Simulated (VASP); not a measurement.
# Si3B3I (Pm-3m) in VASP: single point with PBE

Aim: the single point of Si3B3I with PBE.

Program: VASP 6.6.1. These are calculated values, not measurements. Logs are shortened: lines on timing, memory, paths and dates and some standing lists are left out, and cuts for length are marked.

**1. The cell of the first run**

It takes space group Pm-3m (No. 221, cubic). The conventional cell has a = 4.902 Å, b = 4.902 Å, c = 4.902 Å, α = 90.00°, β = 90.00°, γ = 90.00°. Si (site symmetry 4/mmm) has 4 B at 2.45 Å and 2 I at 2.45 Å within 3.2 Å. B (site symmetry 4/mmm) has 4 Si at 2.45 Å within 3.2 Å. Within 3.2 Å of I (site symmetry m-3m) lie 6 Si at 2.45 Å.

**2. Single point, PBE**

INCAR

```
SYSTEM = Si3B3I
  PREC = Accurate
  ENCUT = 520
  EDIFF = 1E-7
  ISMEAR = 0
  SIGMA = 0.1
  LREAL = .FALSE.
  LASPH = .TRUE.
  NELM = 60
  ALGO = Normal
  ISIF = 2
  LWAVE = .FALSE.
  LCHARG = .FALSE.
  GGA = PE
  NBANDS = 23
```

KPOINTS

```
Automatic mesh
0
G
  8 8 8
  0 0 0
```

POSCAR

```
Si3B3I
1.0
    4.9017735195      0.0000000000      0.0000000000
    0.0000000000      4.9017735195      0.0000000000
    0.0000000000      0.0000000000      4.9017735195
Si B I
3 3 1
Direct
    0.5000000000      0.0000000000      0.0000000000
    0.0000000000      0.5000000000      0.0000000000
    0.0000000000      0.0000000000      0.5000000000
    0.0000000000      0.5000000000      0.5000000000
    0.5000000000      0.0000000000      0.5000000000
    0.5000000000      0.5000000000      0.0000000000
    0.0000000000      0.0000000000      0.0000000000
```

Potentials or basis: VASP PAW PBE potentials, release 64 (Si, B, I).

The run is started by

```bash
> cat potpaw_PBE.64/Si/POTCAR potpaw_PBE.64/B/POTCAR potpaw_PBE.64/I/POTCAR > POTCAR
> mpirun -np 1 vasp_std > vasp.out
```

OUTCAR:

```text
SYSTEM = Si3B3I
   PREC = Accurate
   ENCUT = 520
   EDIFF = 1E-7
   ISMEAR = 0
   LREAL = .FALSE.
   LASPH = .TRUE.
   NELM = 60
   ISIF = 2
   GGA = PE

 ion  position               nearest neighbor table
   1  0.500  0.000  0.000-   5 2.45   6 2.45   7 2.45   5 2.45   6 2.45   7 2.45
   2  0.000  0.500  0.000-   4 2.45   6 2.45   7 2.45   4 2.45   7 2.45   6 2.45
   3  0.000  0.000  0.500-   4 2.45   5 2.45   7 2.45   7 2.45   4 2.45   5 2.45
   4  0.000  0.500  0.500-   2 2.45   3 2.45   2 2.45   3 2.45
   5  0.500  0.000  0.500-   1 2.45   3 2.45   1 2.45   3 2.45
   6  0.500  0.500  0.000-   1 2.45   2 2.45   1 2.45   2 2.45
   7  0.000  0.000  0.000-   1 2.45   2 2.45   3 2.45   3 2.45   2 2.45   1 2.45

  LATTYP: Found a simple cubic cell.
 ALAT       =     4.9017735195

  Lattice vectors:

 A1 = (   4.9017735195,   0.0000000000,   0.0000000000)
 A2 = (   0.0000000000,   4.9017735195,   0.0000000000)
 A3 = (   0.0000000000,   0.0000000000,   4.9017735195)

Analysis of symmetry for initial positions (statically):
=====================================================================
 Subroutine PRICEL returns:
 Original cell was already a primitive cell.

 Routine SETGRP: Setting up the symmetry group for a
 simple cubic supercell.

 Subroutine GETGRP returns: Found 48 space group operations
 (whereof 48 operations were pure point group operations)
 out of a pool of 48 trial point group operations.

The static configuration has the point symmetry O_h .

Analysis of symmetry for dynamics (positions and initial velocities):
=====================================================================
 Subroutine PRICEL returns:
 Original cell was already a primitive cell.

 Routine SETGRP: Setting up the symmetry group for a
 simple cubic supercell.

 Subroutine GETGRP returns: Found 48 space group operations
 (whereof 48 operations were pure point group operations)
 out of a pool of 48 trial point group operations.

The dynamic configuration has the point symmetry O_h .

 Subroutine INISYM returns: Found 48 space group operations
 (whereof 48 operations are pure point group operations),
 and found     1 'primitive' translations

----------------------------------------------------------------------------------------

                                     Primitive cell

  volume of cell :     117.7768

  direct lattice vectors                    reciprocal lattice vectors
     4.901773519  0.000000000  0.000000000     0.204007794  0.000000000  0.000000000
     0.000000000  4.901773519  0.000000000     0.000000000  0.204007794  0.000000000
     0.000000000  0.000000000  4.901773519     0.000000000  0.000000000  0.204007794

  length of vectors
     4.901773519  4.901773519  4.901773519     0.204007794  0.204007794  0.204007794

  position of ions in fractional coordinates (direct lattice)
     0.500000000  0.000000000  0.000000000
     0.000000000  0.500000000  0.000000000
     0.000000000  0.000000000  0.500000000
     0.000000000  0.500000000  0.500000000
     0.500000000  0.000000000  0.500000000
     0.500000000  0.500000000  0.000000000
     0.000000000  0.000000000  0.000000000

  ion indices of the primitive-cell ions
   primitive index   ion index
                 1           1
                 2           2
                 3           3
                 4           4
                 5           5
                 6           6
                 7           7

----------------------------------------------------------------------------------------

 KPOINTS: Automatic mesh

Automatic generation of k-mesh.
 Grid dimensions read from file:
 generate k-points for:    8    8    8

 Generating k-lattice:

  Cartesian coordinates                     Fractional coordinates (reciprocal lattice)
     0.025500974  0.000000000  0.000000000     0.125000000  0.000000000  0.000000000
     0.000000000  0.025500974  0.000000000     0.000000000  0.125000000  0.000000000
     0.000000000  0.000000000  0.025500974     0.000000000  0.000000000  0.125000000

  Length of vectors
     0.025500974  0.025500974  0.025500974

  Shift w.r.t. Gamma in fractional coordinates (k-lattice)
     0.000000000  0.000000000  0.000000000

 Subroutine IBZKPT returns following result:
 ===========================================

 Found     35 irreducible k-points:

 Following reciprocal coordinates:
            Coordinates               Weight
  0.000000  0.000000  0.000000      1.000000
  0.125000  0.000000  0.000000      6.000000
  0.250000  0.000000  0.000000      6.000000
  0.375000  0.000000  0.000000      6.000000
  0.500000  0.000000  0.000000      3.000000
  0.125000  0.125000  0.000000     12.000000
[... 16 lines left out ...]
  0.375000  0.375000  0.125000     24.000000
  0.500000  0.375000  0.125000     24.000000
 [... further k-points ...]
   k-points           NKPTS =     35   k-points in BZ     NKDIM =     35   number of bands    NBANDS=     23
   number of dos      NEDOS =    301   number of ions     NIONS =      7
   total plane-waves  NPLWV =  46656
   dimension x,y,z NGX =    36 NGY =   36 NGZ =   36
   dimension x,y,z NGXF=    72 NGYF=   72 NGZF=   72
   ions per type =               3   3   1
   NGX,Y,Z   is equivalent  to a cutoff of  12.21, 12.21, 12.21 a.u.
   NGXF,Y,Z  is equivalent  to a cutoff of  24.42, 24.42, 24.42 a.u.
 SYSTEM =  Si3B3I
   PREC   = accura    normal or accurate (medium, high low for compatibility)
   ISTART =      0    job   : 0-new  1-cont  2-samecut
   ICHARG =      2    charge: 1-file 2-atom 10-const
   ISPIN  =      1    spin polarized calculation?
   LNONCOLLINEAR =      F non collinear calculations
   LSORBIT =      F    spin-orbit coupling
   LASPH  =      T    aspherical Exc in radial PAW
   ENCUT  =  520.0 eV  38.22 Ry    6.18 a.u.   9.11  9.11  9.11*2*pi/ulx,y,z
   NELM   =     60;   NELMIN=  2; NELMDL= -5     # of ELM steps
   EDIFF  = 0.1E-06   stopping-criterion for ELM
   LREAL  =      F    real-space projection
   EDIFFG = 0.1E-05   stopping-criterion for IOM
   NSW    =      0    number of steps for IOM
   IBRION =     -1    ionic relax: 0-MD 1-quasi-New 2-CG
   NFREE  =      0    steps in history (QN), initial steepest desc. (CG)
   ISIF   =      2    stress and relaxation
   ISYM   =      2    0-nonsym 1-usesym 2-fastsym
   POTIM  = 0.5000    time-step for ionic-motion
   TEBEG  =    0.0;   TEEND  =   0.0 temperature during run
   PSTRESS=    0.0 pullay stress
   NELECT =      28.0000    total number of electrons
   NUPDOWN=      -1.0000    fix difference up-down
   EMIN   =  10.00;   EMAX   =-10.00  energy-range for DOS
   EFERMI =   0.00;   METHOD = LEGACY
   ISMEAR =     0;   SIGMA  =   0.10  broadening in eV -4-tet -1-fermi 0-gaus
   EFERMI_NEDOS =   21; number of points for ismear=-14 and -15
   IALGO  =     38    algorithm
   IMIX   =      4    mixing-type and parameters
     AMIX     =   0.40;   BMIX     =  1.00
     AMIX_MAG =   1.60;   BMIX_MAG =  1.00
  volume/ion in A,a.u.               =      16.83       113.54
  Fermi-wavevector in a.u.,A,eV,Ry     =   1.014163  1.916489 13.993943  1.028526
  Thomas-Fermi vector in A             =   2.147374
   LORBIT       =      0    0 simple, 1 ext, 2 COOP (PROOUT), +10 PAW based schemes
   GGA     = PE    functional components
   LHFCALC =     F    Hartree Fock is set to
   AEXX    =    0.0000 exact exchange contribution
   IVDW    =     0    specifies the selected vdW correction
   LEPSILON=     F    determine dielectric tensor
   LRPA    =     F    only Hartree local field effects (RPA)
 non-spin polarized calculation
 Gauss-broadening in eV      SIGMA  =   0.10
  energy-cutoff  :      520.00
  volume of cell :      117.78
 maximum number of plane-waves:      3196
   NGX = 19   NGY = 19   NGZ = 19

 number of electron      27.9999999 magnetization

 Free energy of the ion-electron system (eV)
  ---------------------------------------------------
  ext. energy  EPLUGINS =         0.00000000
  ---------------------------------------------------
  free energy    TOTEN  =       -25.22932728 eV

  energy without entropy =      -25.21538987  energy(sigma->0) =      -25.22235858

 E-fermi :   6.2737     XC(G=0):  -9.9552

 val. band max:        6.2706162410   @ k =   0.5000   0.3750   0.3750
 cond. band min:       6.2837330605   @ k =   0.2500   0.2500   0.1250
 fundamental gap:      0.0131168195
 Fermi energy:         6.2737068684

 k-point     1 :       0.0000    0.0000    0.0000
  band No.  band energies     occupation
      1     -11.0420      2.00000
      2      -2.5492      2.00000
      3      -2.0839      2.00000
      4      -2.0839      2.00000
      5      -2.0839      2.00000
      6      -1.5116      2.00000
[... 15 lines left out ...]
     22       8.8506      0.00000
     23      13.5347      0.00000

 k-point     2 :       0.1250    0.0000    0.0000
  band No.  band energies     occupation
      1     -11.0145      2.00000
      2      -3.2551      2.00000
      3      -2.1466      2.00000
      4      -2.0502      2.00000
      5      -2.0502      2.00000
      6      -1.4423      2.00000
[... 15 lines left out ...]
     22       9.1903      0.00000
     23      12.1437      0.00000

 k-point     3 :       0.2500    0.0000    0.0000
  band No.  band energies     occupation
      1     -10.9457      2.00000
      2      -4.1222      2.00000
      3      -2.0551      2.00000
      4      -1.9642      2.00000
      5      -1.9642      2.00000
      6      -1.2445      2.00000
[... 15 lines left out ...]
     22      10.3452      0.00000
     23      10.3452      0.00000
[... 495 lines left out ...]
 k-point    23 :       0.3750    0.3750    0.1250
  band No.  band energies     occupation
      1     -10.6803      2.00000
      2      -4.3964      2.00000
      3      -4.3257      2.00000
      4      -2.5850      2.00000
      5      -0.6572      2.00000
      6       0.0429      2.00000
[... 15 lines left out ...]
     22      11.0180      0.00000
     23      11.2491      0.00000

 k-point    24 :       0.5000    0.3750    0.1250
  band No.  band energies     occupation
      1     -10.6495      2.00000
      2      -4.5644      2.00000
      3      -4.3001      2.00000
      4      -2.5253      2.00000
      5      -0.8591      2.00000
      6       0.1463      2.00000
[... 15 lines left out ...]
     22      10.6637      0.00000
     23      10.8251      0.00000

 [... further k-points ...]

------------------------ aborting loop because EDIFF is reached ----------------------------------------

  FORCE on cell =-STRESS in cart. coord.  units (eV):
  Direction    XX          YY          ZZ          XY          YZ          ZX
  --------------------------------------------------------------------------------------
  -------------------------------------------------------------------------------------
  Total        0.0170593      0.0170593      0.0170593     -0.0000000      0.0000000      0.0000000
  in kB        0.2320661      0.2320661      0.2320661     -0.0000000      0.0000000      0.0000000
  external PRESSURE =       0.2320661 kB  Pullay stress =       0.0000000 kB

 VOLUME and BASIS-vectors are now :
 -----------------------------------------------------------------------------
  energy-cutoff  :      520.00
  volume of cell :      117.78
      direct lattice vectors                 reciprocal lattice vectors
     4.901773519  0.000000000  0.000000000     0.204007794  0.000000000  0.000000000
     0.000000000  4.901773519  0.000000000     0.000000000  0.204007794  0.000000000
     0.000000000  0.000000000  4.901773519     0.000000000  0.000000000  0.204007794

 POSITION                                       TOTAL-FORCE (eV/Angst)
 -----------------------------------------------------------------------------------
      2.45089      0.00000      0.00000         0.000000      0.000000      0.000000
      0.00000      2.45089      0.00000         0.000000      0.000000      0.000000
      0.00000      0.00000      2.45089         0.000000      0.000000      0.000000
      0.00000      2.45089      2.45089         0.000000      0.000000      0.000000
      2.45089      0.00000      2.45089         0.000000      0.000000      0.000000
      2.45089      2.45089      0.00000         0.000000      0.000000      0.000000
      0.00000      0.00000      0.00000         0.000000      0.000000      0.000000
 -----------------------------------------------------------------------------------
    total drift:                                0.000000     -0.000000     -0.000000

  FREE ENERGIE OF THE ION-ELECTRON SYSTEM (eV)
  ---------------------------------------------------
  free  energy   TOTEN  =       -25.2293272805 eV

  energy  without entropy=      -25.2153898710  energy(sigma->0) =      -25.22235858
```

It took 71 s on 1 thread of Intel Xeon Platinum 8488C (Sapphire Rapids), shared host; peak memory 0.25 GiB.

What came out:

```
Free energy            : -25.2293 eV
Pressure               : 0.0 GPa
Band gap on the k mesh : zero (band 14 reaches 7.20 eV, above the bottom of band 15 at 4.01 eV)
```

Levels at points of the mesh, in eV from the Fermi level:
| k point | band 12 | band 13 | band 14 | band 15 | band 16 | band 17 |
| --- | --- | --- | --- | --- | --- | --- |
| (0.00, 0.00, 0.00) | -2.31 | -2.27 | -2.27 | -2.27 | 0.68 | 2.44 |
| (0.50, 0.00, 0.00) | -2.04 | -1.87 | -1.16 | -0.41 | 1.64 | 1.64 |
| (0.50, 0.50, 0.00) | -1.48 | -0.74 | -0.30 | 0.40 | 0.69 | 1.66 |
| (0.50, 0.50, 0.50) | 0.03 | 0.03 | 0.93 | 0.93 | 0.93 | 2.65 |

Caveat: spin-orbit coupling is left out, which moves the levels of the heavy elements.
